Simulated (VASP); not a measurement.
# TaH5 (R3m) in VASP: a series of runs

The runs below take TaH5 through single point, with PBE.

All numbers are computed with VASP 6.6.1; they aren't measurements. Logs are shortened: lines on timing, memory, paths and dates and some standing lists are left out, and cuts for length are marked.

## Step 1: The cell of the first run

It takes space group R3m (No. 160, trigonal). Conventional cell: a = 5.080 Å, b = 5.080 Å, c = 6.045 Å, α = 90.00°, β = 90.00°, γ = 120.00°. Within 2.5 Å of Ta (site symmetry 3m) lie 7 H at 1.85 to 1.93 Å. Within 2.7 Å of H (site symmetry m) lie 2 Ta at 1.85 to 1.89 Å and 12 H at 2.01 to 2.63 Å. H (site symmetry 3m) has 1 H at 0.79 Å within 1.1 Å. H (site symmetry 3m) has 1 H at 0.79 Å within 1.1 Å.

The cell was built from a structure type or drawn by symmetry, and may not be a known phase.

## Step 2: Single point, PBE

File INCAR:

```
PREC = Accurate
ENCUT = 520
EDIFF = 1E-6
ISMEAR = 0
SIGMA = 0.1
LREAL = F
LASPH = T
NELM = 80
ALGO = Normal
ISIF = 2
LWAVE = F
LCHARG = F
GGA = PE
NBANDS = 17
```

File KPOINTS:

```
regular mesh
0
Gamma
  6 6 6
```

File POSCAR:

```
TaH5
1.0
    2.5399621717      1.4664478435      2.0148700992
   -2.5399621717      1.4664478435      2.0148700992
    0.0000000000     -2.9328956871      2.0148700992
Ta H
1 5
Direct
    0.6907158516      0.6907158516      0.6907158516
    0.5755922308      0.1803405857      0.5755922308
    0.5755922308      0.5755922308      0.1803405857
    0.1803405857      0.5755922308      0.5755922308
    0.1417281651      0.1417281651      0.1417281651
    0.0102824261      0.0102824261      0.0102824261
```

Potentials or basis: VASP PAW PBE potentials, release 64 (Ta_pv, H).

On the command line:

```
> cat potpaw_PBE.64/Ta_pv/POTCAR potpaw_PBE.64/H/POTCAR > POTCAR
> mpirun -np 1 vasp_std > vasp.out
```

OUTCAR:

```text
PREC = Accurate
   ENCUT = 520
   EDIFF = 1E-6
   ISMEAR = 0
   LREAL = F
   LASPH = T
   NELM = 80
   ISIF = 2
   GGA = PE

 ion  position               nearest neighbor table
   1  0.691  0.691  0.691-   3 1.85   2 1.85   4 1.85   2 1.89   4 1.89   3 1.89   6 1.93
   2  0.576  0.180  0.576-   1 1.85   1 1.89
   3  0.576  0.576  0.180-   1 1.85   1 1.89
   4  0.180  0.576  0.576-   1 1.85   1 1.89
   5  0.142  0.142  0.142-   6 0.79
   6  0.010  0.010  0.010-   5 0.79   1 1.93

  LATTYP: Found a trigonal (rhomboedric) cell.
 ALAT       =     3.5583112045
 COS(alpha) =    -0.0190526826

  Lattice vectors:

 A1 = (   2.5399621717,   1.4664478435,   2.0148700992)
 A2 = (  -2.5399621717,   1.4664478435,   2.0148700992)
 A3 = (   0.0000000000,  -2.9328956871,   2.0148700992)

Analysis of symmetry for initial positions (statically):
=====================================================================
 Subroutine PRICEL returns:
 Original cell was already a primitive cell.

 Routine SETGRP: Setting up the symmetry group for a
 trigonal (rhombohedral) supercell.

 Subroutine GETGRP returns: Found  6 space group operations
 (whereof  6 operations were pure point group operations)
 out of a pool of 12 trial point group operations.

The static configuration has the point symmetry C_3v.

Analysis of symmetry for dynamics (positions and initial velocities):
=====================================================================
 Subroutine PRICEL returns:
 Original cell was already a primitive cell.

 Routine SETGRP: Setting up the symmetry group for a
 trigonal (rhombohedral) supercell.

 Subroutine GETGRP returns: Found  6 space group operations
 (whereof  6 operations were pure point group operations)
 out of a pool of 12 trial point group operations.

The dynamic configuration has the point symmetry C_3v.

 Subroutine INISYM returns: Found  6 space group operations
 (whereof  6 operations are pure point group operations),
 and found     1 'primitive' translations

----------------------------------------------------------------------------------------

                                     Primitive cell

  volume of cell :      45.0290

  direct lattice vectors                    reciprocal lattice vectors
     2.539962172  1.466447843  2.014870099     0.196853325  0.113653320  0.165436637
[... 97 lines left out ...]
   NSW    =      0    number of steps for IOM
   IBRION =     -1    ionic relax: 0-MD 1-quasi-New 2-CG
   NFREE  =      0    steps in history (QN), initial steepest desc. (CG)
   ISIF   =      2    stress and relaxation
   ISYM   =      2    0-nonsym 1-usesym 2-fastsym
   POTIM  = 0.5000    time-step for ionic-motion
   TEBEG  =    0.0;   TEEND  =   0.0 temperature during run
   PSTRESS=    0.0 pullay stress
   NELECT =      16.0000    total number of electrons
   NUPDOWN=      -1.0000    fix difference up-down
   EMIN   =  10.00;   EMAX   =-10.00  energy-range for DOS
   EFERMI =   0.00;   METHOD = LEGACY
   ISMEAR =     0;   SIGMA  =   0.10  broadening in eV -4-tet -1-fermi 0-gaus
   EFERMI_NEDOS =   21; number of points for ismear=-14 and -15
   IALGO  =     38    algorithm
   IMIX   =      4    mixing-type and parameters
     AMIX     =   0.40;   BMIX     =  1.00
     AMIX_MAG =   1.60;   BMIX_MAG =  1.00
  volume/ion in A,a.u.               =       7.50        50.65
  Fermi-wavevector in a.u.,A,eV,Ry     =   1.159536  2.191205 18.293345  1.344523
  Thomas-Fermi vector in A             =   2.296127
   LORBIT       =      0    0 simple, 1 ext, 2 COOP (PROOUT), +10 PAW based schemes
   GGA     = PE    functional components
   LHFCALC =     F    Hartree Fock is set to
   AEXX    =    0.0000 exact exchange contribution
   IVDW    =     0    specifies the selected vdW correction
   LEPSILON=     F    determine dielectric tensor
   LRPA    =     F    only Hartree local field effects (RPA)
 non-spin polarized calculation
 Gauss-broadening in eV      SIGMA  =   0.10
  energy-cutoff  :      520.00
  volume of cell :       45.03
 maximum number of plane-waves:      1231
 NGX is ok and might be reduce to    28
   NGX = 13   NGY = 13   NGZ = 13

 number of electron      16.0000001 magnetization

 Free energy of the ion-electron system (eV)
  ---------------------------------------------------
  ext. energy  EPLUGINS =         0.00000000
  ---------------------------------------------------
  free energy    TOTEN  =       -26.16712485 eV

  energy without entropy =      -26.15198031  energy(sigma->0) =      -26.15955258

 E-fermi :   2.4842     XC(G=0): -10.0212

 val. band max:        2.4736023616   @ k =   0.5000   0.1667  -0.0000
 cond. band min:       2.5118967231   @ k =  -0.3333   0.1667   0.1667
 fundamental gap:      0.0382943615
 Fermi energy:         2.4841990830

 k-point     1 :       0.0000    0.0000    0.0000
  band No.  band energies     occupation
      1     -32.7717      2.00000
      2     -32.7026      2.00000
      3     -32.7026      2.00000
      4      -8.5871      2.00000
      5      -2.9636      2.00000
      6      -2.9636      2.00000
[... 457 lines left out ...]
      4      -6.0761      2.00000
      5      -3.9693      2.00000
      6      -2.2427      2.00000
[... 9 lines left out ...]
     16      12.3866      0.00000
     17      14.9698      0.00000

 [... further k-points ...]

------------------------ aborting loop because EDIFF is reached ----------------------------------------

  FORCE on cell =-STRESS in cart. coord.  units (eV):
  Direction    XX          YY          ZZ          XY          YZ          ZX
  --------------------------------------------------------------------------------------
  -------------------------------------------------------------------------------------
  Total       -0.0251032     -0.0251032     -0.0772735      0.0000000      0.0000000      0.0000000
  in kB       -0.8931960     -0.8931960     -2.7494718      0.0000000      0.0000000      0.0000000
  external PRESSURE =      -1.5119546 kB  Pullay stress =       0.0000000 kB

 VOLUME and BASIS-vectors are now :
 -----------------------------------------------------------------------------
  energy-cutoff  :      520.00
  volume of cell :       45.03
      direct lattice vectors                 reciprocal lattice vectors
     2.539962172  1.466447843  2.014870099     0.196853325  0.113653320  0.165436637
    -2.539962172  1.466447843  2.014870099    -0.196853325  0.113653320  0.165436637
     0.000000000 -2.932895687  2.014870099     0.000000000 -0.227306641  0.165436637

 POSITION                                       TOTAL-FORCE (eV/Angst)
 -----------------------------------------------------------------------------------
      0.00000     -0.00000      4.17511         0.000000      0.000000     -0.005697
      1.00392     -0.57962      2.68285        -0.006501      0.003753     -0.003017
      0.00000      1.15923      2.68285         0.000000     -0.007506     -0.003017
     -1.00392     -0.57962      2.68285         0.006501      0.003753     -0.003017
      0.00000     -0.00000      0.85669         0.000000      0.000000     -0.013383
      0.00000     -0.00000      0.06215         0.000000     -0.000000      0.028131
 -----------------------------------------------------------------------------------
    total drift:                               -0.000000      0.000000     -0.000340

  FREE ENERGIE OF THE ION-ELECTRON SYSTEM (eV)
  ---------------------------------------------------
  free  energy   TOTEN  =       -26.1671248542 eV

  energy  without entropy=      -26.1519803148  energy(sigma->0) =      -26.15955258
```

OSZICAR:

```text
N       E                     dE             d eps       ncg     rms          rms(c)
DAV:   1     0.752779155963E+02    0.75278E+02   -0.77025E+03  1088   0.847E+02
DAV:   2    -0.260477563184E+02   -0.10133E+03   -0.97210E+02  1375   0.233E+02
DAV:   3    -0.284029205500E+02   -0.23552E+01   -0.23396E+01  1248   0.333E+01
DAV:   4    -0.284143794778E+02   -0.11459E-01   -0.11456E-01  1358   0.259E+00
DAV:   5    -0.284144736825E+02   -0.94205E-04   -0.94202E-04  1235   0.225E-01    0.161E+01
DAV:   6    -0.264246897768E+02    0.19898E+01   -0.20631E+00  1174   0.115E+01    0.608E+00
DAV:   7    -0.261888702855E+02    0.23582E+00   -0.50014E-01  1292   0.472E+00    0.167E+00
DAV:   8    -0.261664311722E+02    0.22439E-01   -0.50368E-02  1242   0.168E+00    0.468E-01
DAV:   9    -0.261670073354E+02   -0.57616E-03   -0.37479E-03  1234   0.402E-01    0.142E-01
DAV:  10    -0.261671275920E+02   -0.12026E-03   -0.37229E-04  1241   0.142E-01    0.207E-02
DAV:  11    -0.261671225490E+02    0.50431E-05   -0.27581E-05  1384   0.334E-02    0.140E-02
DAV:  12    -0.261671247851E+02   -0.22362E-05   -0.71403E-06  1234   0.190E-02    0.375E-03
DAV:  13    -0.261671248542E+02   -0.69011E-07   -0.57049E-07   757   0.528E-03
   1 F= -.26167125E+02 E0= -.26159553E+02  d E =-.151445E-01
```

Run time: 14 s. Hardware: 1 thread of AMD EPYC 9R45 (Zen 5), shared host; peak memory 0.13 GiB.

What came out:

- Free energy: -26.1671 eV
- Pressure: -0.2 GPa
- Largest force: 0.028 eV/Å
- Band gap on the k mesh: zero (bands 8 and 9 overlap by 1.74 eV)

Forces on the atoms (eV/Å):
```
Ta   0.000  0.000 -0.006
H   -0.007  0.004 -0.003
H    0.000 -0.008 -0.003
H    0.007  0.004 -0.003
H    0.000  0.000 -0.013
H    0.000  0.000  0.028
```

Stress tensor (GPa, compression positive):
```
-0.09  0.00  0.00
 0.00 -0.09  0.00
 0.00  0.00 -0.27
```

Levels at points of the mesh, in eV from the Fermi level:
```
           k point  band 6  band 7  band 8  band 9  band 10  band 11
(0.00, 0.00, 0.00)   -5.45   -5.05    0.85    1.58     1.58     3.82
(0.50, 0.00, 0.00)   -5.17   -3.79    0.22    1.39     1.72     2.17
(0.50, 0.50, 0.00)   -4.88   -3.85   -0.43    0.49     1.31     2.12
(0.50, 0.50, 0.50)   -3.72   -3.72   -0.77   -0.77     0.17     2.21
```

Caveat: spin-orbit coupling is left out, which moves the levels of the heavy elements.

## Step 3: Single point, PBE

This run uses another cell than the first one, of 11.14 Å³/atom.

Changes to INCAR since step 2:

```diff
@@ -7,3 +7,3 @@
 LASPH = T
-NELM = 80
+NELM = 100
 ALGO = Normal
```

File KPOINTS:

```
Automatic mesh
0
Gamma
  6 6 6
```

File POSCAR:

```
TaH5
1.0
    2.5252329000      1.4579438900      3.0257669200
   -2.5252329000      1.4579438900      3.0257669200
    0.0000000000     -2.9158877800      3.0257669200
Ta H
1 5
Direct
    0.7049928300      0.7049928300      0.7049928300
    0.4438183400      0.2096378400      0.4438183400
    0.4438183400      0.4438183400      0.2096378400
    0.2096378400      0.4438183400      0.4438183400
    0.2414062000      0.2414062000      0.2414062000
    0.1305779400      0.1305779400      0.1305779400
```

Potentials or basis: VASP PAW PBE potentials, release 64 (Ta_pv, H).

On the command line:

```
> cat potpaw_PBE.64/Ta_pv/POTCAR potpaw_PBE.64/H/POTCAR > POTCAR
> mpirun -np 1 vasp_std > vasp.out
```

It took 16 s on 1 thread of AMD EPYC 9R45 (Zen 5), shared host; peak memory 0.16 GiB.

Results (log left out):

```
Free energy            : -20.1650 eV
Pressure               : -13.4 GPa
Largest force          : 4.058 eV/Å
Band gap on the k mesh : zero (bands 8 and 9 overlap by 0.67 eV)
```

Forces on the atoms (eV/Å):
```
Ta   0.000  0.000  0.068
H    2.387 -1.378  0.686
H    0.000  2.757  0.686
H   -2.387 -1.378  0.686
H    0.000  0.000 -4.058
H    0.000  0.000  1.931
```

Stress tensor (GPa, compression positive):
```
-14.38   0.00   0.00
  0.00 -14.38   0.00
  0.00   0.00 -11.31
```

Levels at points of the mesh, in eV from the Fermi level:
| k point | band 4 | band 5 | band 6 | band 7 | band 8 | band 9 | band 10 | band 11 | band 12 | band 13 |
| --- | --- | --- | --- | --- | --- | --- | --- | --- | --- | --- |
| (0.00, 0.00, 0.00) | -10.48 | -2.88 | -1.21 | -1.21 | -1.18 | 0.30 | 0.30 | 0.95 | 3.32 | 3.32 |
| (0.50, 0.00, 0.00) | -9.96 | -4.49 | -1.98 | -0.64 | -0.26 | -0.06 | 1.23 | 1.40 | 2.76 | 2.78 |
| (0.50, 0.50, 0.00) | -9.76 | -4.39 | -1.63 | -1.04 | -0.74 | 0.80 | 1.18 | 1.34 | 1.41 | 2.56 |
| (0.50, 0.50, 0.50) | -9.62 | -4.83 | -1.62 | -1.62 | 0.61 | 1.18 | 1.20 | 1.20 | 2.79 | 2.79 |

Caveat: the cell stands under tension; spin-orbit coupling is left out, which moves the levels of the heavy elements; forces of over 1 eV/Å act on the atoms, so gaps and moduli don't describe the material at rest.

## Step 4: Single point, PBE

This run uses another cell than the first one, of 7.55 Å³/atom.

File INCAR:

```
PREC = Accurate ; ENCUT = 520
EDIFF = 1E-6 ; ISMEAR = 0
SIGMA = 0.1 ; LREAL = F
LASPH = T ; NELM = 100
ALGO = Normal ; ISIF = 2
LWAVE = F ; LCHARG = F
GGA = PE ; NBANDS = 17
```

File KPOINTS:

```
Automatic mesh
0
Gamma
  12 12 12
```

File POSCAR:

```
TaH5
1.0
    2.5399682895      1.4664513757      2.0280779017
   -2.5399682895      1.4664513757      2.0280779017
    0.0000000000     -2.9329027514      2.0280779017
Ta H
1 5
Direct
    0.6889037898      0.6889037898      0.6889037898
    0.5787565137      0.1798908253      0.5787565137
    0.5787565137      0.5787565137      0.1798908253
    0.1798908253      0.5787565137      0.5787565137
    0.1394891196      0.1394891196      0.1394891196
    0.0084547280      0.0084547280      0.0084547280
```

On the command line:

```
> cat potpaw_PBE.64/Ta_pv/POTCAR potpaw_PBE.64/H/POTCAR > POTCAR
> mpirun -np 1 vasp_std > vasp.out
```

It took 52 s on 1 thread of AMD EPYC 9R45 (Zen 5), shared host; peak memory 0.23 GiB.

Results (log left out):

| Property | Result |
| --- | --- |
| Free energy | -26.1685 eV |
| Pressure | -0.1 GPa |
| Largest force | 0.006 eV/Å |
| Band gap on the k mesh | zero (bands 8 and 9 overlap by 1.80 eV) |

Forces in eV/Å, atoms in the order of the input:
```
Ta   0.000  0.000  0.005
H   -0.003  0.002 -0.004
H    0.000 -0.003 -0.004
H    0.003  0.002 -0.004
H    0.000  0.000  0.005
H    0.000  0.000  0.003
```

Levels at points of the mesh, in eV from the Fermi level:
| k point | band 4 | band 5 | band 6 | band 7 | band 8 | band 9 | band 10 | band 11 | band 12 | band 13 |
| --- | --- | --- | --- | --- | --- | --- | --- | --- | --- | --- |
| (0.00, 0.00, 0.00) | -10.97 | -5.48 | -5.48 | -4.97 | 0.86 | 1.59 | 1.59 | 3.92 | 5.11 | 5.11 |
| (0.50, 0.00, 0.00) | -8.95 | -7.81 | -5.21 | -3.70 | 0.23 | 1.39 | 1.69 | 2.14 | 6.07 | 6.18 |
| (0.50, 0.50, 0.00) | -8.52 | -6.26 | -4.82 | -3.79 | -0.41 | 0.51 | 1.32 | 2.08 | 2.67 | 5.82 |
| (0.50, 0.50, 0.50) | -8.03 | -5.03 | -3.64 | -3.64 | -0.80 | -0.80 | 0.08 | 2.18 | 2.18 | 3.82 |

Caveat: spin-orbit coupling is left out, which moves the levels of the heavy elements.

## Step 5: Summary

```tsv
cell	k mesh	gap on the mesh (eV)	pressure (GPa)	largest force (eV/Å)
a = 3.558 Å, angles 91.1°, 6 atoms, atomic positions A	6 × 6 × 6	none	-0.2	0.03
a = 4.202 Å, angles 73.9°, 6 atoms, atomic positions B	6 × 6 × 6	none	-13.4	4.06
a = 3.566 Å, angles 90.8°, 6 atoms, atomic positions C	12 × 12 × 12	none	-0.1	0.01
```

Alike in all rows: task single point; level PBE; potentials or basis VASP PAW PBE potentials, release 64 (Ta_pv, H); no spin polarisation; cutoff (eV) 520; smearing gaussian 0.1 eV.

Caveats: spin-orbit coupling is left out, which moves the levels of the heavy elements; the cell stands under tension (at least some runs); forces of over 1 eV/Å act on the atoms, so gaps and moduli don't describe the material at rest (at least some runs).

Total energies depend on the potentials used, so only differences within one code and one set of settings carry meaning.
